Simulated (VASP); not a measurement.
# ZnS (R3m) in VASP: notebook, part 2 of 2

VASP 6.6.1. The steps go on from the part before.

## (5) Single point, r2SCAN

File POSCAR:

```
ZnS
1.0
    0.0000000000      2.7046500000      2.7046500000
    2.7046500000      0.0000000000      2.7046500000
    2.7046500000      2.7046500000      0.0000000000
Zn S
1 1
Direct
   -0.0266832247     -0.0266832247     -0.0266832247
    0.7500000000      0.7500000000      0.7500000000
```

File INCAR.step1:

```
PREC = Accurate
ENCUT = 520
ISMEAR = 0
SIGMA = 0.05
LREAL = F
LASPH = T
NELM = 80
NBANDS = 16
GGA = PE
ALGO = Normal
EDIFF = 1E-4
LWAVE = T
LCHARG = F
```

File INCAR.step2:

```
PREC = Accurate
ENCUT = 520
EDIFF = 1E-7
ISMEAR = 0
SIGMA = 0.05
LREAL = F
LASPH = T
NELM = 80
ALGO = Normal
ISIF = 2
LWAVE = F
LCHARG = F
METAGGA = R2SCAN
LMIXTAU = T
NBANDS = 16
ISTART = 1
```

File KPOINTS:

```
regular mesh
0
Gamma
  8 8 8
```

Potentials or basis: VASP PAW PBE potentials, release 64 (Zn, S).

Launch:

```
$ cat potpaw_PBE.64/Zn/POTCAR potpaw_PBE.64/S/POTCAR > POTCAR
$ cp INCAR.step1 INCAR
$ mpirun -np 1 vasp_std > vasp.out
$ cp INCAR.step2 INCAR
$ mpirun -np 1 vasp_std > vasp.out
```

OUTCAR:

```text
PREC = Accurate
   ENCUT = 520
   EDIFF = 1E-7
   ISMEAR = 0
   LREAL = F
   LASPH = T
   NELM = 80
   ISIF = 2
   METAGGA = R2SCAN
   ISTART = 1

 ion  position               nearest neighbor table
   1  0.973  0.973  0.973-   2 2.09   2 2.44   2 2.44   2 2.44
   2  0.750  0.750  0.750-   1 2.09   1 2.44   1 2.44   1 2.44

  LATTYP: Found a face centered cubic cell.
 ALAT       =     5.4093000000

  Lattice vectors:

 A1 = (   0.0000000000,   2.7046500000,   2.7046500000)
 A2 = (   2.7046500000,   0.0000000000,   2.7046500000)
 A3 = (   2.7046500000,   2.7046500000,   0.0000000000)

Analysis of symmetry for initial positions (statically):
=====================================================================
 Subroutine PRICEL returns:
 Original cell was already a primitive cell.

 Routine SETGRP: Setting up the symmetry group for a
 face centered cubic supercell.

 Subroutine GETGRP returns: Found  6 space group operations
 (whereof  6 operations were pure point group operations)
 out of a pool of 48 trial point group operations.

The static configuration has the point symmetry C_3v.

[... 158 lines left out ...]
  energy without entropy =      -18.59849815  energy(sigma->0) =      -18.59849815

 E-fermi :   2.2322     XC(G=0): -10.2598

 val. band max:        1.9260958236   @ k =   0.0000   0.0000   0.0000
 cond. band min:       4.4921708378   @ k =   0.0000   0.0000   0.0000
 fundamental gap:      2.5660750142
 Fermi energy:         2.2321698010

 k-point     1 :       0.0000    0.0000    0.0000
  band No.  band energies     occupation
      1     -11.9330      2.00000
      2      -5.0383      2.00000
      3      -4.7377      2.00000
      4      -4.7377      2.00000
      5      -4.2827      2.00000
      6      -4.2827      2.00000
[... 433 lines left out ...]
      3      -4.6878      2.00000
      4      -4.5297      2.00000
      5      -4.2833      2.00000
      6      -4.2829      2.00000
[... 8 lines left out ...]
     15      14.5586      0.00000
     16      15.6897      0.00000

 [... further k-points ...]

------------------------ aborting loop because EDIFF is reached ----------------------------------------

  FORCE on cell =-STRESS in cart. coord.  units (eV):
  Direction    XX          YY          ZZ          XY          YZ          ZX
  --------------------------------------------------------------------------------------
  -------------------------------------------------------------------------------------
  Total        0.5503664      0.5503664      0.5503664      1.3897497      1.3897497      1.3897497
  in kB       22.2843155     22.2843155     22.2843155     56.2709128     56.2709128     56.2709128
  external PRESSURE =      22.2843155 kB  Pullay stress =       0.0000000 kB

 VOLUME and BASIS-vectors are now :
 -----------------------------------------------------------------------------
  energy-cutoff  :      520.00
  volume of cell :       39.57
      direct lattice vectors                 reciprocal lattice vectors
     0.000000000  2.704650000  2.704650000    -0.184866803  0.184866803  0.184866803
     2.704650000  0.000000000  2.704650000     0.184866803 -0.184866803  0.184866803
     2.704650000  2.704650000  0.000000000     0.184866803  0.184866803 -0.184866803

 POSITION                                       TOTAL-FORCE (eV/Angst)
 -----------------------------------------------------------------------------------
      5.26496      5.26496      5.26496         1.481950      1.481950      1.481950
      4.05697      4.05697      4.05697        -1.481950     -1.481950     -1.481950
 -----------------------------------------------------------------------------------
    total drift:                                0.000647      0.000647      0.000646

  FREE ENERGIE OF THE ION-ELECTRON SYSTEM (eV)
  ---------------------------------------------------
  free  energy   TOTEN  =       -18.5984981534 eV

  energy  without entropy=      -18.5984981534  energy(sigma->0) =      -18.59849815
```

OUTCAR.step1:

```text
PREC = Accurate
   ENCUT = 520
   ISMEAR = 0
   LREAL = F
   LASPH = T
[... 676 lines left out ...]
 -----------------------------------------------------------------------------------
      5.26496      5.26496      5.26496         1.477289      1.477289      1.477289
      4.05697      4.05697      4.05697        -1.477289     -1.477289     -1.477289
 -----------------------------------------------------------------------------------
    total drift:                                0.000174      0.000174      0.000174

  FREE ENERGIE OF THE ION-ELECTRON SYSTEM (eV)
  ---------------------------------------------------
  free  energy   TOTEN  =        -6.5820063419 eV

  energy  without entropy=       -6.5820063419  energy(sigma->0) =       -6.58200634
```

It took 2.9 min on 1 thread of Intel Xeon Platinum 8259CL at 2.50GHz (Skylake/Cascade Lake), shared host; peak memory 0.18 GiB.

Results:

```yaml
Free_energy: -18.5985 eV
Pressure: 2.2 GPa
Largest_force: 2.567 eV/Å
Band_gap_on_the_k_mesh: 2.57 eV, direct
```

Forces on the atoms (eV/Å):
```
Zn   1.482  1.482  1.482
S   -1.482 -1.482 -1.482
```

Stress tensor (GPa, compression positive):
```
2.23 5.63 5.63
5.63 2.23 5.63
5.63 5.63 2.23
```

Caveat: the cell differs from its parent crystal (all Zn atoms moved +0.250 Å, as atom 1 towards its neighbour atom 2 (S) at 2.342 Å); the PAW data sets were made with another functional, which shifts forces and pressure a little.

## (6) Single point, r2SCAN

Changes to POSCAR since step 5:

```diff
@@ -8,3 +8,3 @@
 Direct
-   -0.0266832247     -0.0266832247     -0.0266832247
+   -0.0466956432     -0.0466956432     -0.0466956432
     0.7500000000      0.7500000000      0.7500000000
```

File INCAR.step1:

```
SYSTEM = ZnS
  PREC = Accurate
  ENCUT = 520
  ISMEAR = 0
  SIGMA = 0.05
  LREAL = .False.
  LASPH = .True.
  NELM = 60
  NBANDS = 16
  GGA = PE
  ALGO = Normal
  EDIFF = 1E-4
  LWAVE = .True.
  LCHARG = .False.
```

File INCAR.step2:

```
SYSTEM = ZnS
  PREC = Accurate
  ENCUT = 520
  EDIFF = 1E-7
  ISMEAR = 0
  SIGMA = 0.05
  LREAL = .False.
  LASPH = .True.
  NELM = 60
  ALGO = Normal
  ISIF = 2
  LWAVE = .False.
  LCHARG = .True.
  METAGGA = R2SCAN
  LMIXTAU = .True.
  LELF = .True.
  LVHAR = .True.
  NBANDS = 16
  ISTART = 1
```

File KPOINTS:

```
Automatic mesh
0
Gamma
  8 8 8
  0 0 0
```

Potentials or basis: VASP PAW PBE potentials, release 64 (Zn, S).

Launch:

```
$ cat potpaw_PBE.64/Zn/POTCAR potpaw_PBE.64/S/POTCAR > POTCAR
$ cp INCAR.step1 INCAR
$ mpirun -np 1 vasp_std > vasp.out
$ cp INCAR.step2 INCAR
$ mpirun -np 1 vasp_std > vasp.out
```

Run time: 2.2 min. Hardware: 1 thread of Intel Xeon Platinum 8259CL at 2.50GHz (Skylake/Cascade Lake), shared host; peak memory 0.19 GiB.

Results (log left out):

* Free energy: -17.7436 eV
* Pressure: 11.2 GPa
* Largest force: 7.072 eV/Å
* Band gap on the k mesh: 2.51 eV, direct

Forces in eV/Å, atoms in the order of the input:
```
Zn   4.083  4.083  4.083
S   -4.083 -4.083 -4.083
```

Stress tensor (GPa, compression positive):
```
11.17 15.50 15.50
15.50 11.17 15.50
15.50 15.50 11.17
```

Levels at points of the mesh, in eV from the valence-band top:
| k point | band 7 | band 8 | band 9 | band 10 | band 11 | band 12 |
| --- | --- | --- | --- | --- | --- | --- |
| (0.00, 0.00, 0.00) | -0.88 | 0.00 | 0.00 | 2.51 | 6.58 | 6.58 |
| (0.50, 0.00, 0.00) | -5.08 | -1.53 | -0.36 | 3.32 | 5.93 | 8.28 |
| (0.50, 0.50, 0.50) | -5.96 | -1.31 | -1.31 | 4.36 | 7.74 | 7.74 |
| (0.50, 0.50, 0.00) | -4.76 | -2.45 | -2.16 | 3.00 | 4.53 | 11.11 |

Caveat: the cell differs from its parent crystal (all Zn atoms moved +0.438 Å, as atom 1 towards its neighbour atom 2 (S) at 2.342 Å); the PAW data sets were made with another functional, which shifts forces and pressure a little. A k mesh can miss the band edges.
